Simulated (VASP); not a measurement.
# Al8HRu8 (a cell with a defect) in VASP: relaxation of the atoms with r2SCAN

Aim: the relaxation of the atoms of Al8HRu8 (a cell with a defect) with r2SCAN.

All numbers are computed with VASP 6.6.1; they aren't measurements. Logs are shortened: lines on timing, memory, paths and dates and some standing lists are left out, and cuts for length are marked.

## Step 1: The cell of the first run

The cell holds a defect, 17 atoms: a = 5.983 Å, b = 5.983 Å, c = 5.983 Å, α = 90.00°, β = 90.00°, γ = 90.00°.

## Step 2: Relaxation of the atoms, r2SCAN

POSCAR reads:

```
Al8HRu8
1.0
    5.9832000000      0.0000000000      0.0000000000
    0.0000000000      5.9832000000      0.0000000000
    0.0000000000      0.0000000000      5.9832000000
Al Ru H
8 8 1
Direct
    0.0000000000      0.0000000000      0.0000000000
    0.0000000000      0.0000000000      0.5000000000
    0.0000000000      0.5000000000      0.0000000000
    0.0000000000      0.5000000000      0.5000000000
    0.5000000000      0.0000000000      0.0000000000
    0.5000000000      0.0000000000      0.5000000000
    0.5000000000      0.5000000000      0.0000000000
    0.5000000000      0.5000000000      0.5000000000
    0.2500000000      0.2500000000      0.2500000000
    0.2500000000      0.2500000000      0.7500000000
    0.2500000000      0.7500000000      0.2500000000
    0.2500000000      0.7500000000      0.7500000000
    0.7500000000      0.2500000000      0.2500000000
    0.7500000000      0.2500000000      0.7500000000
    0.7500000000      0.7500000000      0.2500000000
    0.7500000000      0.7500000000      0.7500000000
    0.0000000000      0.1250000000      0.2500000000
```

INCAR.step1 reads:

```
PREC = Accurate
ENCUT = 500
ISMEAR = -1
SIGMA = 0.1
LREAL = False
LASPH = True
NELM = 120
GGA = PE
ALGO = Normal
EDIFF = 1E-5
LWAVE = True
LCHARG = False
GGA_COMPAT = False
IBRION = 2
EDIFFG = -0.01
NELMIN = 4
NSW = 100
KPAR = 4
```

INCAR.step2 reads:

```
PREC = Accurate
ENCUT = 500
EDIFF = 1E-7
ISMEAR = -1
SIGMA = 0.1
LREAL = False
LASPH = True
NELM = 120
ALGO = Normal
ISIF = 2
LWAVE = False
LCHARG = False
METAGGA = R2SCAN
LMIXTAU = True
IBRION = 2
NSW = 45
EDIFFG = -0.05
ISTART = 1
GGA_COMPAT = False
NELMIN = 4
KPAR = 4
```

KPOINTS reads:

```
Automatic mesh
0
Gamma
  3 3 3
```

Potentials or basis: VASP PAW PBE potentials, release 64 (Al, Ru_pv, H).

On the command line:

```bash
$ cat potpaw_PBE.64/Al/POTCAR potpaw_PBE.64/Ru_pv/POTCAR potpaw_PBE.64/H/POTCAR > POTCAR
$ cp INCAR.step1 INCAR
$ mpirun -np 4 vasp_std > vasp.out
$ cp INCAR.step2 INCAR
$ mpirun -np 4 vasp_std > vasp.out
```

OUTCAR:

```text
PREC = Accurate
   ENCUT = 500
   EDIFF = 1E-7
   ISMEAR = -1
   LREAL = False
   LASPH = True
   NELM = 120
   ISIF = 2
   METAGGA = R2SCAN
   IBRION = 2
   NSW = 45
   EDIFFG = -0.05
   ISTART = 1
   NELMIN = 4

 ion  position               nearest neighbor table
   1  0.000  0.000  0.000-  17 1.67  10 2.59  11 2.59  12 2.59  13 2.59  14 2.59  15 2.59  16 2.59
                             9 2.59   2 2.99   3 2.99   5 2.99   2 2.99   3 2.99   5 2.99
   2  0.000  0.000  0.500-  17 1.67  10 2.59  11 2.59  12 2.59  13 2.59  14 2.59  15 2.59  16 2.59
                             9 2.59   1 2.99   4 2.99   6 2.99   1 2.99   4 2.99   6 2.99
   3  0.000  0.500  0.000-   9 2.59  10 2.59  11 2.59  12 2.59  13 2.59  14 2.59  15 2.59  16 2.59
                             7 2.99   1 2.99   4 2.99   4 2.99   1 2.99   7 2.99
   4  0.000  0.500  0.500-   9 2.59  10 2.59  11 2.59  12 2.59  13 2.59  14 2.59  15 2.59  16 2.59
                             8 2.99   2 2.99   3 2.99   3 2.99   2 2.99   8 2.99
   5  0.500  0.000  0.000-   9 2.59  10 2.59  11 2.59  12 2.59  13 2.59  14 2.59  15 2.59  16 2.59
                             7 2.99   1 2.99   6 2.99   6 2.99   7 2.99   1 2.99
   6  0.500  0.000  0.500-   9 2.59  10 2.59  11 2.59  12 2.59  13 2.59  14 2.59  15 2.59  16 2.59
                             8 2.99   2 2.99   5 2.99   5 2.99   8 2.99   2 2.99
   7  0.500  0.500  0.000-   9 2.59  10 2.59  11 2.59  12 2.59  13 2.59  14 2.59  15 2.59  16 2.59
                             8 2.99   3 2.99   5 2.99   8 2.99   5 2.99   3 2.99
   8  0.500  0.500  0.500-   9 2.59  10 2.59  11 2.59  12 2.59  13 2.59  14 2.59  15 2.59  16 2.59
                             7 2.99   4 2.99   6 2.99   7 2.99   6 2.99   4 2.99
   9  0.250  0.250  0.250-  17 1.67   2 2.59   3 2.59   4 2.59   5 2.59   6 2.59   7 2.59   8 2.59
                             1 2.59  11 2.99  13 2.99  10 2.99  10 2.99  11 2.99  13 2.99
  10  0.250  0.250  0.750-   1 2.59   2 2.59   3 2.59   4 2.59   5 2.59   6 2.59   7 2.59   8 2.59
                             9 2.99  12 2.99  14 2.99   9 2.99  12 2.99  14 2.99
  11  0.250  0.750  0.250-   1 2.59   2 2.59   3 2.59   4 2.59   5 2.59   6 2.59   7 2.59   8 2.59
                             9 2.99  12 2.99  15 2.99  12 2.99   9 2.99  15 2.99
  12  0.250  0.750  0.750-   1 2.59   2 2.59   3 2.59   4 2.59   5 2.59   6 2.59   7 2.59   8 2.59
                            10 2.99  11 2.99  16 2.99  11 2.99  10 2.99  16 2.99
  13  0.750  0.250  0.250-  17 1.67   2 2.59   3 2.59   4 2.59   5 2.59   6 2.59   7 2.59   8 2.59
                             1 2.59  14 2.99  15 2.99   9 2.99  14 2.99  15 2.99   9 2.99
  14  0.750  0.250  0.750-   1 2.59   2 2.59   3 2.59   4 2.59   5 2.59   6 2.59   7 2.59   8 2.59
                            10 2.99  13 2.99  16 2.99  13 2.99  16 2.99  10 2.99
  15  0.750  0.750  0.250-   1 2.59   2 2.59   3 2.59   4 2.59   5 2.59   6 2.59   7 2.59   8 2.59
                            11 2.99  13 2.99  16 2.99  16 2.99  13 2.99  11 2.99
  16  0.750  0.750  0.750-   1 2.59   2 2.59   3 2.59   4 2.59   5 2.59   6 2.59   7 2.59   8 2.59
                            12 2.99  14 2.99  15 2.99  15 2.99  14 2.99  12 2.99
  17  0.000  0.125  0.250-   1 1.67   2 1.67   9 1.67  13 1.67

  LATTYP: Found a simple cubic cell.
 ALAT       =     5.9832000000

  Lattice vectors:

 A1 = (   5.9832000000,   0.0000000000,   0.0000000000)
 A2 = (   0.0000000000,   5.9832000000,   0.0000000000)
 A3 = (   0.0000000000,   0.0000000000,   5.9832000000)

Analysis of symmetry for initial positions (statically):
=====================================================================
 Subroutine PRICEL returns:
 Original cell was already a primitive cell.

 Routine SETGRP: Setting up the symmetry group for a
 simple cubic supercell.

 Subroutine GETGRP returns: Found  4 space group operations
 (whereof  2 operations were pure point group operations)
 out of a pool of 48 trial point group operations.

The static configuration has the point symmetry C_1h.
 The point group associated with its full space group is C_2v.

Analysis of symmetry for dynamics (positions and initial velocities):
=====================================================================
 Subroutine PRICEL returns:
 Original cell was already a primitive cell.

 Routine SETGRP: Setting up the symmetry group for a
 simple cubic supercell.

 Subroutine GETGRP returns: Found  4 space group operations
 (whereof  2 operations were pure point group operations)
 out of a pool of 48 trial point group operations.

The dynamic configuration has the point symmetry C_1h.
 The point group associated with its full space group is C_2v.

 Subroutine INISYM returns: Found  4 space group operations
 (whereof  2 operations are pure point group operations),
 and found     1 'primitive' translations

----------------------------------------------------------------------------------------

[... 67 lines left out ...]
     0.055711548  0.055711548  0.055711548

  Shift w.r.t. Gamma in fractional coordinates (k-lattice)
     0.000000000  0.000000000  0.000000000

 Subroutine IBZKPT returns following result:
 ===========================================

 Found      8 irreducible k-points:

 Following reciprocal coordinates:
            Coordinates               Weight
  0.000000  0.000000  0.000000      1.000000
  0.333333  0.000000  0.000000      2.000000
  0.000000  0.333333  0.000000      2.000000
  0.000000  0.000000  0.333333      2.000000
  0.333333  0.333333  0.000000      4.000000
  0.000000  0.333333  0.333333      4.000000
  0.333333  0.000000  0.333333      4.000000
  0.333333  0.333333  0.333333      8.000000
   k-points           NKPTS =      8   k-points in BZ     NKDIM =      8   number of bands    NBANDS=     82
   number of dos      NEDOS =    301   number of ions     NIONS =     17
   total plane-waves  NPLWV = 110592
   dimension x,y,z NGX =    48 NGY =   48 NGZ =   48
   dimension x,y,z NGXF=    96 NGYF=   96 NGZF=   96
   ions per type =               8   8   1
   NGX,Y,Z   is equivalent  to a cutoff of  13.34, 13.34, 13.34 a.u.
   NGXF,Y,Z  is equivalent  to a cutoff of  26.67, 26.67, 26.67 a.u.
 SYSTEM =  unknown system
   PREC   = accura    normal or accurate (medium, high low for compatibility)
   ISTART =      1    job   : 0-new  1-cont  2-samecut
   ICHARG =      0    charge: 1-file 2-atom 10-const
   ISPIN  =      1    spin polarized calculation?
   LNONCOLLINEAR =      F non collinear calculations
   LSORBIT =      F    spin-orbit coupling
   LASPH  =      T    aspherical Exc in radial PAW
   ENCUT  =  500.0 eV  36.75 Ry    6.06 a.u.  10.91 10.91 10.91*2*pi/ulx,y,z
   NELM   =    120;   NELMIN=  4; NELMDL=  0     # of ELM steps
   EDIFF  = 0.1E-06   stopping-criterion for ELM
   LREAL  =      F    real-space projection
   EDIFFG = -.5E-01   stopping-criterion for IOM
   NSW    =     45    number of steps for IOM
   IBRION =      2    ionic relax: 0-MD 1-quasi-New 2-CG
   NFREE  =      1    steps in history (QN), initial steepest desc. (CG)
   ISIF   =      2    stress and relaxation
   ISYM   =      2    0-nonsym 1-usesym 2-fastsym
   POTIM  = 0.5000    time-step for ionic-motion
   TEBEG  =    0.0;   TEEND  =   0.0 temperature during run
   PSTRESS=    0.0 pullay stress
   NELECT =     137.0000    total number of electrons
   NUPDOWN=      -1.0000    fix difference up-down
   EMIN   =  10.00;   EMAX   =-10.00  energy-range for DOS
   EFERMI =   0.00;   METHOD = LEGACY
   ISMEAR =    -1;   SIGMA  =   0.10  broadening in eV -4-tet -1-fermi 0-gaus
   EFERMI_NEDOS =   21; number of points for ismear=-14 and -15
   IALGO  =     38    algorithm
   IMIX   =      4    mixing-type and parameters
     AMIX     =   0.40;   BMIX     =  1.00
     AMIX_MAG =   1.60;   BMIX_MAG =  1.00
  volume/ion in A,a.u.               =      12.60        85.03
  Fermi-wavevector in a.u.,A,eV,Ry     =   1.410527  2.665510 27.069979  1.989587
  Thomas-Fermi vector in A             =   2.532472
   LORBIT       =      0    0 simple, 1 ext, 2 COOP (PROOUT), +10 PAW based schemes
   METAGGA = R2SCAN    functional components
   LHFCALC =     F    Hartree Fock is set to
   AEXX    =    0.0000 exact exchange contribution
   IVDW    =     0    specifies the selected vdW correction
   LEPSILON=     F    determine dielectric tensor
   LRPA    =     F    only Hartree local field effects (RPA)
 conjugate gradient relaxation of ions
 non-spin polarized calculation
  energy-cutoff  :      500.00
  volume of cell :      214.19
 maximum number of plane-waves:      5454
 NGX is ok and might be reduce to    48
   NGX = 21   NGY = 21   NGZ = 21

--------------------------------------- Ionic step        1  -------------------------------------------

 number of electron     136.9999961 magnetization

 Free energy of the ion-electron system (eV)
  ---------------------------------------------------
  ext. energy  EPLUGINS =         0.00000000
  ---------------------------------------------------
  free energy    TOTEN  =      -271.89846694 eV

  energy without entropy =     -271.53750477  energy(sigma->0) =     -271.71798586

------------------------ aborting loop because EDIFF is reached ----------------------------------------

  FORCE on cell =-STRESS in cart. coord.  units (eV):
  Direction    XX          YY          ZZ          XY          YZ          ZX
  --------------------------------------------------------------------------------------
  -------------------------------------------------------------------------------------
  Total        0.1972241      1.0418589      3.7291256      0.0000000      0.0000000      0.0000000
  in kB        1.4752649      7.7932559     27.8944006      0.0000000      0.0000000      0.0000000
  external PRESSURE =      12.3876405 kB  Pullay stress =       0.0000000 kB
[... 344 lines left out ...]
--------------------------------------- Ionic step        8  -------------------------------------------

 number of electron     136.9999979 magnetization

 Free energy of the ion-electron system (eV)
  ---------------------------------------------------
  ext. energy  EPLUGINS =         0.00000000
  ---------------------------------------------------
  free energy    TOTEN  =      -272.18704384 eV

  energy without entropy =     -271.82547893  energy(sigma->0) =     -272.00626138

 E-fermi :  10.6296     XC(G=0): -13.6606

 val. band max:       10.6131275002   @ k =   0.0000   0.3333   0.0000
 cond. band min:      10.6339062572   @ k =   0.0000   0.0000   0.3333
 fundamental gap:      0.0207787571
 Fermi energy:        10.6295767681

 k-point     1 :       0.0000    0.0000    0.0000
  band No.  band energies     occupation
      1     -32.9284      2.00000
      2     -32.7049      2.00000
      3     -32.6535      2.00000
      4     -32.6429      2.00000
      5     -32.6131      2.00000
      6     -32.5923      2.00000
[... 653 lines left out ...]
     79      15.8283      0.00000
     80      16.1092      0.00000
 [bands above 80 left out]

------------------------ aborting loop because EDIFF is reached ----------------------------------------

  FORCE on cell =-STRESS in cart. coord.  units (eV):
  Direction    XX          YY          ZZ          XY          YZ          ZX
  --------------------------------------------------------------------------------------
  -------------------------------------------------------------------------------------
  Total        1.0780001      1.1893854      2.2191731      0.0000000      0.0000000      0.0000000
  in kB        8.0635970      8.8967751     16.5997365      0.0000000      0.0000000      0.0000000
  external PRESSURE =      11.1867029 kB  Pullay stress =       0.0000000 kB
[... 32 lines left out ...]
  FREE ENERGIE OF THE ION-ELECTRON SYSTEM (eV)
  ---------------------------------------------------
  free  energy   TOTEN  =      -272.1870438385 eV

  energy  without entropy=     -271.8254789313  energy(sigma->0) =     -272.00626138

 reached required accuracy - stopping structural energy minimisation
```

It took 58 min on 4 MPI ranks of Intel Xeon Platinum 8259CL at 2.50GHz (Skylake/Cascade Lake), shared host; peak memory 0.43 GiB.

What came out:

```yaml
Free_energy: -272.1870 eV
Energy_gained_by_relaxing: 17.0 meV/atom
Ionic_steps: 8
Pressure_after_relaxing: 1.1 GPa
Largest_force_after_relaxing: 0.049 eV/Å
Band_gap_on_the_k_mesh: zero (an odd number of electrons rules out a gap without spin polarisation)
```

Forces on the atoms (eV/Å):
```
Al   0.000  0.016  0.030
Al   0.000  0.016 -0.030
Al   0.000 -0.010  0.004
Al   0.000 -0.010 -0.004
Al   0.000 -0.019 -0.008
Al   0.000 -0.019  0.008
Al   0.000  0.004 -0.049
Al   0.000  0.004  0.049
Ru   0.039 -0.007  0.000
Ru   0.011  0.012  0.000
Ru   0.008 -0.017  0.000
Ru  -0.013  0.001  0.000
Ru  -0.039 -0.007  0.000
Ru  -0.011  0.012  0.000
Ru  -0.008 -0.017  0.000
Ru   0.013  0.001  0.000
H    0.000  0.040  0.000
```

The path:
```tsv
step	energy change (eV)	largest force (eV/Å)	pressure (GPa)
1	0.0000	1.9527	1.24
2	-0.2551	0.4246	1.00
3	-0.2556	0.4138	1.01
4	-0.2805	0.1765	1.07
5	-0.2806	0.1654	1.07
6	-0.2845	0.1459	1.08
7	-0.2869	0.1161	1.09
8	-0.2886	0.0490	1.12
```

Final structure:
```yaml
crystal:
  lattice:
    - [5.98320, 0.00000, 0.00000]
    - [0.00000, 5.98320, 0.00000]
    - [0.00000, 0.00000, 5.98320]
  atoms:
    - { symbol: Al, position: [0.00000, 0.99026, 0.98392] }
    - { symbol: Al, position: [0.00000, 0.99026, 0.51608] }
    - { symbol: Al, position: [0.00000, 0.50178, 0.99844] }
    - { symbol: Al, position: [0.00000, 0.50178, 0.50156] }
    - { symbol: Al, position: [0.50000, 0.99837, 0.99865] }
    - { symbol: Al, position: [0.50000, 0.99837, 0.50135] }
    - { symbol: Al, position: [0.50000, 0.50180, 0.99951] }
    - { symbol: Al, position: [0.50000, 0.50180, 0.50049] }
    - { symbol: Ru, position: [0.25699, 0.25150, 0.25000] }
    - { symbol: Ru, position: [0.25046, 0.24996, 0.75000] }
    - { symbol: Ru, position: [0.24945, 0.75105, 0.25000] }
    - { symbol: Ru, position: [0.25314, 0.74639, 0.75000] }
    - { symbol: Ru, position: [0.74301, 0.25150, 0.25000] }
    - { symbol: Ru, position: [0.74954, 0.24996, 0.75000] }
    - { symbol: Ru, position: [0.75055, 0.75105, 0.25000] }
    - { symbol: Ru, position: [0.74686, 0.74639, 0.75000] }
    - { symbol: H, position: [0.00000, 0.14277, 0.25000] }
```

Caveat: the PAW data sets were made with another functional, which shifts forces and pressure a little; the relaxation stopped at a loose force limit of 0.05 eV/Å, so its end isn't a converged minimum.

The gap in the log of VASP goes by the Fermi energy; the results here count the filled bands.